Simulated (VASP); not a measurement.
# Al15BN16 (a cell with a defect) (B_Al) in VASP: a series of runs, part 3 of 3

VASP 6.6.1.

### 6 Relaxation of the atoms, PBE

Contents of INCAR:

```
SYSTEM = Al15BN16
  PREC = Accurate
  ENCUT = 520
  EDIFF = 1E-7
  ISMEAR = 0
  SIGMA = 0.01
  LREAL = Auto
  LASPH = .True.
  NELM = 80
  ALGO = Normal
  ISIF = 2
  LWAVE = .False.
  LCHARG = .False.
  GGA = PE
  IBRION = 2
  NSW = 100
  EDIFFG = -0.03
```

Contents of KPOINTS:

```
Automatic mesh
0
Gamma
  1 1 1
  0.25 0.25 0.25
```

Contents of POSCAR:

```
Al15BN16
1.0
    6.2595139100      0.0000000600      0.0000000000
   -3.1297570100      5.4208980300      0.0000000000
    0.0000000000      0.0000000000     10.0348065900
Al B N
15 1 16
Direct
    0.3333333300      0.1666666700      0.2496176900
    0.3333333300      0.1666666700      0.7496176900
    0.1666666700      0.3333333300      0.9996176900
    0.3333333300      0.6666666700      0.2496176900
    0.1666666700      0.8333333300      0.4996176900
    0.3333333300      0.6666666700      0.7496176900
    0.1666666700      0.8333333300      0.9996176900
    0.8333333300      0.1666666700      0.2496176900
    0.6666666700      0.3333333300      0.4996176900
    0.8333333300      0.1666666700      0.7496176900
    0.6666666700      0.3333333300      0.9996176900
    0.8333333300      0.6666666700      0.2496176900
    0.6666666700      0.8333333300      0.4996176900
    0.8333333300      0.6666666700      0.7496176900
    0.6666666700      0.8333333300      0.9996176900
    0.1666666700      0.3333333300      0.4996176900
    0.3333333300      0.1666666700      0.4403823100
    0.1666666700      0.3333333300      0.1903823100
    0.3333333300      0.1666666700      0.9403823100
    0.1666666700      0.3333333300      0.6903823100
    0.3333333300      0.6666666700      0.4403823100
    0.1666666700      0.8333333300      0.1903823100
    0.3333333300      0.6666666700      0.9403823100
    0.1666666700      0.8333333300      0.6903823100
    0.8333333300      0.1666666700      0.4403823100
    0.6666666700      0.3333333300      0.1903823100
    0.8333333300      0.1666666700      0.9403823100
    0.6666666700      0.3333333300      0.6903823100
    0.8333333300      0.6666666700      0.4403823100
    0.6666666700      0.8333333300      0.1903823100
    0.8333333300      0.6666666700      0.9403823100
    0.6666666700      0.8333333300      0.6903823100
```

Potentials or basis: VASP PAW PBE potentials, release 64 (Al, B, N).

Run with:

```
> cat potpaw_PBE.64/Al/POTCAR potpaw_PBE.64/B/POTCAR potpaw_PBE.64/N/POTCAR > POTCAR
> mpirun -np 1 vasp_std > vasp.out
```

Run time: 7.9 min. Hardware: 1 thread of AMD EPYC 9R45 (Zen 5), shared host; peak memory 0.45 GiB.

The run converged. Its results:

```yaml
Free_energy: -241.7595 eV
Energy_gained_by_relaxing: 37.0 meV/atom
Ionic_steps: 12
Pressure_after_relaxing: -6.2 GPa
Largest_force_after_relaxing: 0.028 eV/Å
Band_gap_on_the_k_mesh: 5.26 eV
```

Forces on the atoms (eV/Å):
```
Al  -0.006  0.004 -0.006
Al   0.005 -0.003  0.005
Al   0.000  0.000 -0.004
Al   0.000 -0.007 -0.006
Al  -0.009 -0.005  0.004
Al   0.000  0.006  0.005
Al   0.007  0.004 -0.007
Al   0.006  0.004 -0.006
Al   0.000  0.011  0.004
Al  -0.005 -0.003  0.005
Al   0.000 -0.009 -0.007
Al   0.000  0.000 -0.023
Al   0.009 -0.005  0.004
Al   0.000  0.000  0.007
Al  -0.007  0.004 -0.007
B    0.000  0.000  0.000
N   -0.001  0.001  0.000
N    0.000  0.000 -0.012
N   -0.014  0.008  0.003
N    0.000  0.000  0.014
N    0.000 -0.001  0.000
N    0.009  0.005  0.010
N    0.000 -0.016  0.003
N    0.003  0.002 -0.001
N    0.001  0.001  0.000
N    0.000 -0.011  0.010
N    0.014  0.008  0.003
N    0.000 -0.004 -0.001
N    0.000  0.000 -0.028
N   -0.009  0.005  0.010
N    0.000  0.000  0.024
N   -0.003  0.002 -0.001
```

Stress tensor (GPa, compression positive):
```
-7.79  0.00  0.00
 0.00 -7.79  0.00
 0.00  0.00 -3.12
```

Step by step:
```
step  energy change (eV)  largest force (eV/Å)  pressure (GPa)
   1              0.0000                2.6256           -4.83
   2             -0.9172                1.1163           -5.86
   3             -1.0115                0.8114           -5.95
   4             -1.1244                0.4485           -6.26
   5             -1.1324                0.3569           -6.21
   6             -1.1699                0.2100           -6.24
   7             -1.1704                0.2285           -6.24
   8             -1.1801                0.1323           -6.23
   9             -1.1805                0.1020           -6.24
  10             -1.1829                0.0451           -6.22
  11             -1.1829                0.0421           -6.22
  12             -1.1834                0.0281           -6.23
```

Final structure:
```
CELL_PARAMETERS angstrom
6.25951 0.00000 0.00000
-3.12976 5.42090 0.00000
0.00000 0.00000 10.03481
ATOMIC_POSITIONS crystal
Al 0.33004 0.16996 0.25478
Al 0.33202 0.16798 0.74386
Al 0.16667 0.33333 0.99924
Al 0.33004 0.66009 0.25478
Al 0.16233 0.83117 0.50096
Al 0.33202 0.66403 0.74386
Al 0.16848 0.83424 0.99983
Al 0.83991 0.16996 0.25478
Al 0.66883 0.33767 0.50096
Al 0.83597 0.16798 0.74386
Al 0.66576 0.33152 0.99983
Al 0.83333 0.66667 0.25022
Al 0.66883 0.83117 0.50096
Al 0.83333 0.66667 0.75139
Al 0.66576 0.83424 0.99983
B 0.16667 0.33333 0.50633
N 0.31775 0.18225 0.44738
N 0.16667 0.33333 0.18782
N 0.33239 0.16761 0.93606
N 0.16667 0.33333 0.66879
N 0.31775 0.63550 0.44738
N 0.16957 0.83478 0.19253
N 0.33239 0.66478 0.93606
N 0.16512 0.83256 0.68964
N 0.86450 0.18225 0.44738
N 0.66522 0.33043 0.19253
N 0.83522 0.16761 0.93606
N 0.66744 0.33488 0.68964
N 0.83333 0.66667 0.43940
N 0.66522 0.83478 0.19253
N 0.83333 0.66667 0.94170
N 0.66744 0.83256 0.68964
```

Levels at points of the mesh, in eV from the valence-band top:
| k point | band 62 | band 63 | band 64 | band 65 | band 66 | band 67 |
| --- | --- | --- | --- | --- | --- | --- |
| (0.25, 0.25, 0.25) | -0.31 | -0.19 | 0.00 | 5.26 | 5.71 | 6.14 |

Caveat: the k points lie up to 1.16 Å⁻¹ apart.

### 7 Summary

```csv
task,cell,k mesh,smearing,gap on the mesh (eV),pressure (GPa),largest force (eV/Å)
single point,"a = 6.260, b = 6.260, c = 10.035 Å, angles 90.0, 90.0, 120.0°, 32 atoms","1 × 1 × 1, shifted",gaussian 0.01 eV,5.23,-6.2,0.34
single point,"a = 6.260, b = 6.260, c = 10.035 Å, angles 90.0, 90.0, 120.0°, 32 atoms","2 × 2 × 2, shifted",fermi-dirac 0.01 eV,4.46,-5.7,0.37
relaxation of the atoms,"atoms relaxed from a = 6.260, b = 6.260, c = 10.035 Å, angles 90.0, 90.0, 120.0°, 32 atoms","1 × 1 × 1, shifted",gaussian 0.01 eV,5.26,-6.2,0.03
```

Alike in all rows: level PBE; potentials or basis VASP PAW PBE potentials, release 64 (Al, B, N); no spin polarisation; cutoff (eV) 520.

Caveats: all runs use coarse meshes.

Absolute energies hang on the potentials; compare differences alone.
